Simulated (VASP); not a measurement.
# Ge3P4 (Fm-3m) in VASP: a series of runs, part 2 of 2

VASP 6.6.1.

### 3 Single point, PBE

This run uses another cell than the first one, of 25.88 Å³/atom.

INCAR

```
SYSTEM = Ge3P4
ALGO = Normal
EDIFF = 1E-7
ENCUT = 520
GGA = PE
ISIF = 2
ISMEAR = 0
LASPH = .True.
LCHARG = .False.
LREAL = .False.
LWAVE = .False.
NBANDS = 75
NELM = 80
PREC = Accurate
SIGMA = 0.1
```

KPOINTS

```
k-points
0
Gamma
  4 4 4
  0 0 0
```

POSCAR

```
Ge3P4
1.0
    0.0000000000      5.6581453744      5.6581453744
    5.6581453744      0.0000000000      5.6581453744
    5.6581453744      5.6581453744      0.0000000000
Ge P
6 8
Direct
    0.5000000000      0.0000000000      0.5000000000
    0.5000000000      0.0000000000      0.0000000000
    0.0000000000      0.0000000000      0.5000000000
    0.0000000000      0.5000000000      0.0000000000
    0.0000000000      0.5000000000      0.5000000000
    0.5000000000      0.5000000000      0.0000000000
    0.8937390998      0.3187827006      0.8937390998
    0.1062609002      0.1062609002      0.1062609002
    0.8937390998      0.8937390998      0.8937390998
    0.6812172994      0.1062609002      0.1062609002
    0.8937390998      0.8937390998      0.3187827006
    0.3187827006      0.8937390998      0.8937390998
    0.1062609002      0.1062609002      0.6812172994
    0.1062609002      0.6812172994      0.1062609002
```

Potentials or basis: VASP PAW PBE potentials, release 64 (Ge_d, P).

The run is started by

```
$ cat potpaw_PBE.64/Ge_d/POTCAR potpaw_PBE.64/P/POTCAR > POTCAR
$ mpirun -np 1 vasp_std > vasp.out
```

OUTCAR:

```text
SYSTEM = Ge3P4
   EDIFF = 1E-7
   ENCUT = 520
   GGA = PE
   ISIF = 2
   ISMEAR = 0
   LASPH = .True.
   LREAL = .False.
   NELM = 80
   PREC = Accurate

 ion  position               nearest neighbor table
   1  0.500  0.000  0.500-  10 2.60  11 2.60  12 2.60  13 2.60
   2  0.500  0.000  0.000-  10 2.60  12 2.60   8 2.60   9 2.60
   3  0.000  0.000  0.500-  11 2.60  13 2.60   8 2.60   9 2.60
   4  0.000  0.500  0.000-   7 2.60  14 2.60   9 2.60   8 2.60
   5  0.000  0.500  0.500-   7 2.60  11 2.60  13 2.60  14 2.60
   6  0.500  0.500  0.000-   7 2.60  10 2.60  12 2.60  14 2.60
   7  0.894  0.319  0.894-   8 2.40  10 2.40  13 2.40   4 2.60   6 2.60   5 2.60
[... 836 lines left out ...]
      direct lattice vectors                 reciprocal lattice vectors
     0.000000000  5.658145374  5.658145374    -0.088368178  0.088368178  0.088368178
     5.658145374  0.000000000  5.658145374     0.088368178 -0.088368178  0.088368178
     5.658145374  5.658145374  0.000000000     0.088368178  0.088368178 -0.088368178

 POSITION                                       TOTAL-FORCE (eV/Angst)
 -----------------------------------------------------------------------------------
      2.82907      5.65815      2.82907         0.000000      0.000000     -0.000000
      0.00000      2.82907      2.82907         0.000000      0.000000     -0.000000
      2.82907      2.82907      0.00000         0.000000      0.000000     -0.000000
      2.82907      0.00000      2.82907         0.000000      0.000000     -0.000000
      5.65815      2.82907      2.82907         0.000000      0.000000     -0.000000
      2.82907      2.82907      5.65815         0.000000      0.000000     -0.000000
      6.86062     10.11381      6.86062        -0.020098      0.020098     -0.020098
      1.20248      1.20248      1.20248        -0.020098     -0.020098     -0.020098
     10.11381     10.11381     10.11381         0.020098      0.020098      0.020098
      1.20248      4.45567      4.45567        -0.020098      0.020098      0.020098
      6.86062      6.86062     10.11381        -0.020098     -0.020098      0.020098
     10.11381      6.86062      6.86062         0.020098     -0.020098     -0.020098
      4.45567      4.45567      1.20248         0.020098      0.020098     -0.020098
      4.45567      1.20248      4.45567         0.020098     -0.020098      0.020098
 -----------------------------------------------------------------------------------
    total drift:                               -0.000000     -0.000000      0.000000

  FREE ENERGIE OF THE ION-ELECTRON SYSTEM (eV)
  ---------------------------------------------------
  free  energy   TOTEN  =       -62.1115817132 eV

  energy  without entropy=      -62.0857919464  energy(sigma->0) =      -62.09868683
```

OSZICAR:

```text
N       E                     dE             d eps       ncg     rms          rms(c)
DAV:   1     0.155781386659E+04    0.15578E+04   -0.53992E+04  1596   0.311E+03
DAV:   2     0.265881253575E+03   -0.12919E+04   -0.12414E+04  1200   0.975E+02
DAV:   3    -0.302640314935E+02   -0.29615E+03   -0.28372E+03  1344   0.240E+02
DAV:   4    -0.616599879299E+02   -0.31396E+02   -0.30327E+02  1472   0.833E+01
DAV:   5    -0.628982416217E+02   -0.12383E+01   -0.12249E+01  1416   0.166E+01    0.138E+01
DAV:   6    -0.621216589736E+02    0.77658E+00   -0.28509E+00  1584   0.665E+00    0.757E+00
DAV:   7    -0.621054042730E+02    0.16255E-01   -0.59084E-01  1544   0.268E+00    0.296E+00
DAV:   8    -0.621076743240E+02   -0.22701E-02   -0.74632E-02  1501   0.109E+00    0.532E-01
DAV:   9    -0.621087903702E+02   -0.11160E-02   -0.10865E-02  1424   0.445E-01    0.277E-01
DAV:  10    -0.621112005897E+02   -0.24102E-02   -0.43525E-03  1346   0.221E-01    0.566E-02
DAV:  11    -0.621112777473E+02   -0.77158E-04   -0.10182E-03  1408   0.149E-01    0.576E-02
DAV:  12    -0.621115167770E+02   -0.23903E-03   -0.25862E-04  1557   0.597E-02    0.247E-02
DAV:  13    -0.621115562401E+02   -0.39463E-04   -0.43188E-05  1472   0.204E-02    0.101E-02
DAV:  14    -0.621115803028E+02   -0.24063E-04   -0.37390E-05  1194   0.119E-02    0.579E-03
DAV:  15    -0.621115809201E+02   -0.61727E-06   -0.14456E-06  1216   0.323E-03    0.237E-03
DAV:  16    -0.621115816293E+02   -0.70916E-06   -0.71257E-07   994   0.266E-03    0.931E-04
DAV:  17    -0.621115817132E+02   -0.83895E-07   -0.92149E-08   951   0.104E-03
   1 F= -.62111582E+02 E0= -.62098687E+02  d E =-.257898E-01
```

stdout:

```text
POSCAR found type information on POSCAR GeP
 POSCAR found :  2 types and      14 ions
 scaLAPACK will be used
 LDA part: xc-table for (Slater+PW92), standard interpolation
 POSCAR, INCAR and KPOINTS ok, starting setup
 FFT: planning ... GRIDC
 FFT: planning ... GRID_SOFT
 FFT: planning ... GRID
 WAVECAR not read
 entering main loop
```

Run time: 3.3 min. Hardware: 1 thread of Intel Xeon 6975P-C (Granite Rapids), shared host; peak memory 0.52 GiB.

Results:

* Free energy: -62.1116 eV
* Pressure: -0.2 GPa
* Largest force: 0.035 eV/Å
* Band gap on the k mesh: zero (bands 62 and 63 overlap by 0.62 eV)

Forces on the atoms (eV/Å):
```
Ge   0.000  0.000  0.000
Ge   0.000  0.000  0.000
Ge   0.000  0.000  0.000
Ge   0.000  0.000  0.000
Ge   0.000  0.000  0.000
Ge   0.000  0.000  0.000
P   -0.020  0.020 -0.020
P   -0.020 -0.020 -0.020
P    0.020  0.020  0.020
P   -0.020  0.020  0.020
P   -0.020 -0.020  0.020
P    0.020 -0.020 -0.020
P    0.020  0.020 -0.020
P    0.020 -0.020  0.020
```

### 4 Single point, PBE

This run uses another cell than the first one, of 25.80 Å³/atom.

INCAR

```
PREC = Accurate
ENCUT = 520
EDIFF = 1E-6
ISMEAR = 0
SIGMA = 0.1
LREAL = False
LASPH = True
NELM = 60
ALGO = Normal
ISIF = 2
LWAVE = False
LCHARG = False
GGA = PE
NBANDS = 75
```

KPOINTS

```
regular mesh
0
Gamma
  6 6 6
```

POSCAR

```
Ge3P4
1.0
    0.0000000000      5.6525977820      5.6525977820
    5.6525977820      0.0000000000      5.6525977820
    5.6525977820      5.6525977820      0.0000000000
Ge P
6 8
Direct
    0.5000000000      0.0000000000      0.5000000000
    0.5000000000      0.0000000000      0.0000000000
    0.0000000000      0.0000000000      0.5000000000
    0.0000000000      0.5000000000      0.0000000000
    0.0000000000      0.5000000000      0.5000000000
    0.5000000000      0.5000000000      0.0000000000
    0.8941755942      0.3174732173      0.8941755942
    0.1058244058      0.1058244058      0.1058244058
    0.8941755942      0.8941755942      0.8941755942
    0.6825267827      0.1058244058      0.1058244058
    0.8941755942      0.8941755942      0.3174732173
    0.3174732173      0.8941755942      0.8941755942
    0.1058244058      0.1058244058      0.6825267827
    0.1058244058      0.6825267827      0.1058244058
```

The run is started by

```
$ cat potpaw_PBE.64/Ge_d/POTCAR potpaw_PBE.64/P/POTCAR > POTCAR
$ mpirun -np 1 vasp_std > vasp.out
```

Wall time 6 min (1 thread of Intel Xeon 6975P-C (Granite Rapids), shared host); peak memory 0.63 GiB.

The run converged. Its results:

```yaml
Free_energy: -62.1883 eV
Pressure: -0.1 GPa
Largest_force: 0.029 eV/Å
Band_gap_on_the_k_mesh: zero (bands 62 and 63 overlap by 0.60 eV)
```

Forces on the atoms (eV/Å):
```
Ge   0.000  0.000  0.000
Ge   0.000  0.000  0.000
Ge   0.000  0.000  0.000
Ge   0.000  0.000  0.000
Ge   0.000  0.000  0.000
Ge   0.000  0.000  0.000
P   -0.017  0.017 -0.017
P   -0.017 -0.017 -0.017
P    0.017  0.017  0.017
P   -0.017  0.017  0.017
P   -0.017 -0.017  0.017
P    0.017 -0.017 -0.017
P    0.017  0.017 -0.017
P    0.017 -0.017  0.017
```

Levels at points of the mesh, in eV from the Fermi level:
```csv
k point,band 58,band 59,band 60,band 61,band 62,band 63,band 64,band 65,band 66,band 67
"(0.00, 0.00, 0.00)",-2.10,-1.54,-0.11,-0.11,0.02,0.72,0.72,0.72,1.11,1.11
"(0.50, 0.00, 0.00)",-1.27,-0.73,-0.45,-0.45,0.01,0.57,0.57,0.73,0.73,1.02
"(0.50, 0.50, 0.00)",-1.16,-0.91,-0.63,-0.50,-0.50,-0.26,0.03,0.03,0.86,1.19
```

### 5 Overview

```csv
cell,k mesh,gap on the mesh (eV),pressure (GPa),largest force (eV/Å)
"a = 7.660 Å, angles 60.0°, 14 atoms, atomic positions A",4 × 4 × 4,none,13.4,1.48
"a = 8.002 Å, angles 60.0°, 14 atoms, atomic positions B",4 × 4 × 4,none,-0.2,0.03
"a = 7.994 Å, angles 60.0°, 14 atoms, atomic positions C",6 × 6 × 6,none,-0.1,0.03
```

Alike in all rows: task single point; level PBE; potentials or basis VASP PAW PBE potentials, release 64 (Ge_d, P); no spin polarisation; cutoff (eV) 520; smearing gaussian 0.1 eV.

Caveats: the cell stands under pressure (at least some runs); forces of over 1 eV/Å act on the atoms, so gaps and moduli don't describe the material at rest (at least some runs).

Total energies depend on the potentials used, so only differences within one code and one set of settings carry meaning.
